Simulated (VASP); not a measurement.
# Ga (a cell with a defect) in VASP: notebook

Ga (a cell with a defect) is run at these levels: PBE; tasks: single point.

Everything below comes from runs of VASP 6.6.1. Logs are shortened: lines on timing, memory, paths and dates and some standing lists are left out, and cuts for length are marked.

### Step 1. The cell of the first run

The cell holds a defect, 11 atoms: a = 5.678 Å, b = 5.678 Å, c = 9.055 Å, α = 61.94°, β = 61.94°, γ = 90.00°.

### Step 2. Single point, PBE

INCAR reads:

```
SYSTEM = Ga
PREC = Accurate ; ENCUT = 520
EDIFF = 1E-7 ; ISMEAR = -1
SIGMA = 0.05 ; LREAL = .FALSE.
LASPH = .TRUE. ; NELM = 80
ALGO = Normal ; ISIF = 2
LWAVE = .FALSE. ; LCHARG = .TRUE.
GGA = PE ; LELF = .TRUE.
LVHAR = .TRUE. ; NBANDS = 82
```

KPOINTS reads:

```
regular mesh
0
G
  3 3 2
  0 0 0
```

POSCAR reads:

```
Ga
1.0
    0.0000000000      5.6784680000      0.0000000000
    5.6784680000      0.0000000000      0.0000000000
    4.2588510000      4.2588510000     -6.7613820000
Ga
11
Direct
   -0.0390148924     -0.0145766108     -0.0074515831
   -0.0569193611      0.0119370628      0.6673001170
    0.0440381288      0.4565537933      0.0129753059
    0.0958393309      0.5729268129      0.3315197988
   -0.0213677042      0.5081194744      0.7004433413
    0.4540397536      0.0653930270     -0.0245083032
    0.4337969243     -0.0513554091      0.3335810638
    0.4367115998     -0.0396198684      0.6869860333
    0.5097851273      0.5139080703      0.0236710483
    0.5966593196      0.4313738940      0.3351794056
    0.5428738883      0.5319799289      0.6277272901
```

Potentials or basis: VASP PAW PBE potentials, release 64 (Ga_d).

Launch:

```sh
> cat potpaw_PBE.64/Ga_d/POTCAR > POTCAR
> mpirun -np 1 vasp_std > vasp.out
```

OUTCAR:

```text
SYSTEM = Ga
   PREC = Accurate
   ENCUT = 520
   EDIFF = 1E-7
   ISMEAR = -1
   LREAL = .FALSE.
   LASPH = .TRUE.
   NELM = 80
   ISIF = 2
   GGA = PE

 ion  position               nearest neighbor table
   1  0.961  0.985  0.993-   6 2.76   3 2.82   5 2.86   8 2.88
   2  0.943  0.012  0.667-   5 2.75   8 2.80   8 2.90   9 2.90
   3  0.044  0.457  0.013-   9 2.72  10 2.76   8 2.78   1 2.82   5 2.91
   4  0.096  0.573  0.332-   6 2.78   9 2.85   7 2.88   5 2.91
   5  0.979  0.508  0.700-   2 2.75  11 2.83   7 2.84   1 2.86   9 2.90   3 2.91   4 2.91   6 2.92

   6  0.454  0.065  0.975-   1 2.76   4 2.78  11 2.80   9 2.82   5 2.92
   7  0.434  0.949  0.334-   5 2.84   4 2.88  10 2.90
   8  0.437  0.960  0.687-  10 2.72  11 2.74   3 2.78   2 2.80   1 2.88   2 2.90
   9  0.510  0.514  0.024-   3 2.72   6 2.82   4 2.85   2 2.90   5 2.90  10 2.91
  10  0.597  0.431  0.335-   8 2.72   3 2.76  11 2.85   7 2.90   9 2.91
  11  0.543  0.532  0.628-   8 2.74   6 2.80   5 2.83  10 2.85

  LATTYP: Found a base centered monoclinic cell.
 ALAT       =     8.0305664591
 B/A-ratio  =     1.0000000000
 C/A-ratio  =     0.8782878615
 COS(beta)  =    -0.2846447173

  Lattice vectors:

 A1 = (   0.0000000000,   5.6784680000,   0.0000000000)
 A2 = (   5.6784680000,   0.0000000000,   0.0000000000)
 A3 = (  -1.4196170000,  -1.4196170000,  -6.7613820000)

Analysis of symmetry for initial positions (statically):
=====================================================================
 Subroutine PRICEL returns:
 Original cell was already a primitive cell.

 Routine SETGRP: Setting up the symmetry group for a
 base centered monoclinic supercell.

 Subroutine GETGRP returns: Found  1 space group operations
 (whereof  1 operations were pure point group operations)
 out of a pool of  4 trial point group operations.

The static configuration has the point symmetry C_1 .

Analysis of symmetry for dynamics (positions and initial velocities):
=====================================================================
 Subroutine PRICEL returns:
 Original cell was already a primitive cell.

 Routine SETGRP: Setting up the symmetry group for a
 base centered monoclinic supercell.

 Subroutine GETGRP returns: Found  1 space group operations
 (whereof  1 operations were pure point group operations)
 out of a pool of  4 trial point group operations.

The dynamic configuration has the point symmetry C_1 .

 Subroutine INISYM returns: Found  1 space group operations
 (whereof  1 operations are pure point group operations),
 and found     1 'primitive' translations

----------------------------------------------------------------------------------------

                                     Primitive cell

  volume of cell :     218.0208

  direct lattice vectors                    reciprocal lattice vectors
     0.000000000  5.678468000  0.000000000     0.000000000  0.176103836  0.110924068
     5.678468000  0.000000000  0.000000000     0.176103836  0.000000000  0.110924068
     4.258851000  4.258851000 -6.761382000     0.000000000  0.000000000 -0.147898758

  length of vectors
     5.678468000  5.678468000  9.054938444     0.208126669  0.208126669  0.147898758

  position of ions in fractional coordinates (direct lattice)
     0.960985108  0.985423389  0.992548417
     0.943080639  0.011937063  0.667300117
     0.044038129  0.456553793  0.012975306
     0.095839331  0.572926813  0.331519799
     0.978632296  0.508119474  0.700443341
     0.454039754  0.065393027  0.975491697
     0.433796924  0.948644591  0.333581064
     0.436711600  0.960380132  0.686986033
     0.509785127  0.513908070  0.023671048
     0.596659320  0.431373894  0.335179406
     0.542873888  0.531979929  0.627727290

  ion indices of the primitive-cell ions
   primitive index   ion index
                 1           1
                 2           2
                 3           3
                 4           4
                 5           5
                 6           6
[... 31 lines left out ...]
|           W    W  A    A  R    R  N N  N  II  N N  N  G       !!!           |
|           W WW W  AAAAAA  RRRRR   N  N N  II  N  N N  G  GGG   !            |
|           WW  WW  A    A  R   R   N   NN  II  N   NN  G    G                |
|           W    W  A    A  R    R  N    N  II  N    N   GGGG   !!!           |
|                                                                             |
|     Your reciprocal lattice and k-lattice belong to different lattice       |
|     classes:                                                                |
|                                                                             |
|        The reciprocal lattice is base-centered monoclinic,                  |
|        whereas your k-lattice is body-centered tetragonal.                  |
|                                                                             |
|     Results are often still useful ...                                      |
|                                                                             |
 -----------------------------------------------------------------------------

 Subroutine IBZKPT returns following result:
 ===========================================

 Found     10 irreducible k-points:

 Following reciprocal coordinates:
            Coordinates               Weight
  0.000000  0.000000  0.000000      1.000000
  0.333333  0.000000  0.000000      2.000000
  0.000000 -0.333333  0.000000      2.000000
  0.333333  0.333333  0.000000      2.000000
 -0.333333  0.333333  0.000000      2.000000
  0.000000  0.000000  0.500000      1.000000
  0.333333  0.000000  0.500000      2.000000
  0.000000 -0.333333  0.500000      2.000000
  0.333333  0.333333  0.500000      2.000000
 -0.333333  0.333333  0.500000      2.000000
   k-points           NKPTS =     10   k-points in BZ     NKDIM =     10   number of bands    NBANDS=     82
   number of dos      NEDOS =    301   number of ions     NIONS =     11
   total plane-waves  NPLWV = 123480
   dimension x,y,z NGX =    42 NGY =   42 NGZ =   70
   dimension x,y,z NGXF=    84 NGYF=   84 NGZF=  140
   ions per type =              11
   NGX,Y,Z   is equivalent  to a cutoff of  12.30, 12.30, 12.85 a.u.
   NGXF,Y,Z  is equivalent  to a cutoff of  24.59, 24.59, 25.70 a.u.
 SYSTEM =  Ga
   PREC   = accura    normal or accurate (medium, high low for compatibility)
   ISTART =      0    job   : 0-new  1-cont  2-samecut
   ICHARG =      2    charge: 1-file 2-atom 10-const
   ISPIN  =      1    spin polarized calculation?
   LNONCOLLINEAR =      F non collinear calculations
   LSORBIT =      F    spin-orbit coupling
   LASPH  =      T    aspherical Exc in radial PAW
   ENCUT  =  520.0 eV  38.22 Ry    6.18 a.u.  10.56 10.56 16.84*2*pi/ulx,y,z
   NELM   =     80;   NELMIN=  2; NELMDL= -5     # of ELM steps
   EDIFF  = 0.1E-06   stopping-criterion for ELM
   LREAL  =      F    real-space projection
   EDIFFG = 0.1E-05   stopping-criterion for IOM
   NSW    =      0    number of steps for IOM
   IBRION =     -1    ionic relax: 0-MD 1-quasi-New 2-CG
   NFREE  =      0    steps in history (QN), initial steepest desc. (CG)
   ISIF   =      2    stress and relaxation
   ISYM   =      2    0-nonsym 1-usesym 2-fastsym
   POTIM  = 0.5000    time-step for ionic-motion
   TEBEG  =    0.0;   TEEND  =   0.0 temperature during run
   PSTRESS=    0.0 pullay stress
   NELECT =     143.0000    total number of electrons
   NUPDOWN=      -1.0000    fix difference up-down
   EMIN   =  10.00;   EMAX   =-10.00  energy-range for DOS
   EFERMI =   0.00;   METHOD = LEGACY
   ISMEAR =    -1;   SIGMA  =   0.05  broadening in eV -4-tet -1-fermi 0-gaus
   EFERMI_NEDOS =   21; number of points for ismear=-14 and -15
   IALGO  =     38    algorithm
   IMIX   =      4    mixing-type and parameters
     AMIX     =   0.40;   BMIX     =  1.00
     AMIX_MAG =   1.60;   BMIX_MAG =  1.00
  volume/ion in A,a.u.               =      19.82       133.75
  Fermi-wavevector in a.u.,A,eV,Ry     =   1.422397  2.687941 27.527496  2.023214
  Thomas-Fermi vector in A             =   2.543105
   LORBIT       =      0    0 simple, 1 ext, 2 COOP (PROOUT), +10 PAW based schemes
   GGA     = PE    functional components
[... 5 lines left out ...]
 non-spin polarized calculation
  energy-cutoff  :      520.00
  volume of cell :      218.02
 maximum number of plane-waves:      5890
 NGX is ok and might be reduce to    42
   NGX = 21   NGY = 21   NGZ = 33

 number of electron     142.9999999 magnetization

 Free energy of the ion-electron system (eV)
  ---------------------------------------------------
  ext. energy  EPLUGINS =         0.00000000
  ---------------------------------------------------
  free energy    TOTEN  =       -32.02887511 eV

  energy without entropy =      -32.00768575  energy(sigma->0) =      -32.01828043

 E-fermi :   5.0257     XC(G=0): -10.6899

 val. band max:        4.8652044618   @ k =   0.3333   0.3333   0.0000
 cond. band min:       5.0724226047   @ k =  -0.3333   0.3333   0.0000
 fundamental gap:      0.2072181429
 Fermi energy:         5.0256867930

 k-point     1 :       0.0000    0.0000    0.0000
  band No.  band energies     occupation
      1     -10.0387      2.00000
      2      -9.9944      2.00000
      3      -9.9882      2.00000
      4      -9.9846      2.00000
      5      -9.9747      2.00000
      6      -9.9716      2.00000
[... 839 lines left out ...]
     81       8.4220      0.00000
     82       8.7031      0.00000

------------------------ aborting loop because EDIFF is reached ----------------------------------------

  FORCE on cell =-STRESS in cart. coord.  units (eV):
  Direction    XX          YY          ZZ          XY          YZ          ZX
  --------------------------------------------------------------------------------------
  -------------------------------------------------------------------------------------
  Total        1.3431122      1.7658302     -4.1098640      0.4892713     -0.8224942     -0.8774312
  in kB        9.8701794     12.9766228    -30.2023124      3.5955262     -6.0442944     -6.4480120
  external PRESSURE =      -2.4518367 kB  Pullay stress =       0.0000000 kB

 VOLUME and BASIS-vectors are now :
 -----------------------------------------------------------------------------
  energy-cutoff  :      520.00
  volume of cell :      218.02
      direct lattice vectors                 reciprocal lattice vectors
     0.000000000  5.678468000  0.000000000     0.000000000  0.176103836  0.110924068
     5.678468000  0.000000000  0.000000000     0.176103836  0.000000000  0.110924068
     4.258851000  4.258851000 -6.761382000     0.000000000  0.000000000 -0.147898758

 POSITION                                       TOTAL-FORCE (eV/Angst)
 -----------------------------------------------------------------------------------
      9.82281      9.68404     -6.71100         0.000011     -0.008390     -0.012199
      2.90972      8.19718     -4.51187         0.007974      0.002422     -0.000050
      2.64779      0.30533     -0.08773         0.000302      0.003268      0.000194
      4.66524      1.95611     -2.24153        -0.010847     -0.011237     -0.005142
      5.86842      8.54022     -4.73596        -0.003165      0.002993      0.002796
      4.52581      6.73272     -6.59567         0.006832      0.006866      0.006238
      6.80752      3.88397     -2.25547        -0.003989      0.003790      0.003333
      8.37926      5.40562     -4.64497        -0.000253     -0.000436     -0.001011
      3.01902      2.99561     -0.16005        -0.005146      0.000162     -0.000285
      3.87702      4.81559     -2.26628         0.004420      0.000845      0.002166
      5.69423      5.75609     -4.24430         0.003861     -0.000282      0.003962
 -----------------------------------------------------------------------------------
    total drift:                                0.000402      0.000278     -0.000042

  FREE ENERGIE OF THE ION-ELECTRON SYSTEM (eV)
  ---------------------------------------------------
  free  energy   TOTEN  =       -32.0288751074 eV

  energy  without entropy=      -32.0076857529  energy(sigma->0) =      -32.01828043
```

Run time: 4.8 min. Hardware: 1 thread of Intel Xeon Platinum 8259CL at 2.50GHz (Skylake/Cascade Lake), shared host; peak memory 0.4 GiB.

What came out:

| Item | Value |
| --- | --- |
| Free energy | -32.0289 eV |
| Pressure | -0.2 GPa |
| Largest force | 0.016 eV/Å |
| Band gap on the k mesh | zero (an odd number of electrons rules out a gap without spin polarisation) |

Forces in eV/Å, atoms in the order of the input:
```
Ga   0.000 -0.008 -0.012
Ga   0.008  0.002  0.000
Ga   0.000  0.003  0.000
Ga  -0.011 -0.011 -0.005
Ga  -0.003  0.003  0.003
Ga   0.007  0.007  0.006
Ga  -0.004  0.004  0.003
Ga   0.000  0.000 -0.001
Ga  -0.005  0.000  0.000
Ga   0.004  0.001  0.002
Ga   0.004  0.000  0.004
```

Levels at points of the mesh, in eV from the Fermi level:
| k point | band 70 | band 71 | band 72 | band 73 | band 74 | band 75 |
| --- | --- | --- | --- | --- | --- | --- |
| (0.00, 0.00, 0.00) | -1.15 | -0.81 | -0.70 | -0.55 | -0.45 | 0.88 |
| (0.00, 0.00, 0.50) | -1.25 | -1.11 | -0.94 | -0.79 | -0.59 | 0.15 |

Caveat: the k points lie up to 0.44 Å⁻¹ apart, too coarse for converged energies and pressures of a metal.

[end of part 1 of 2]

The gap in the log of VASP goes by the Fermi energy; the results here count the filled bands.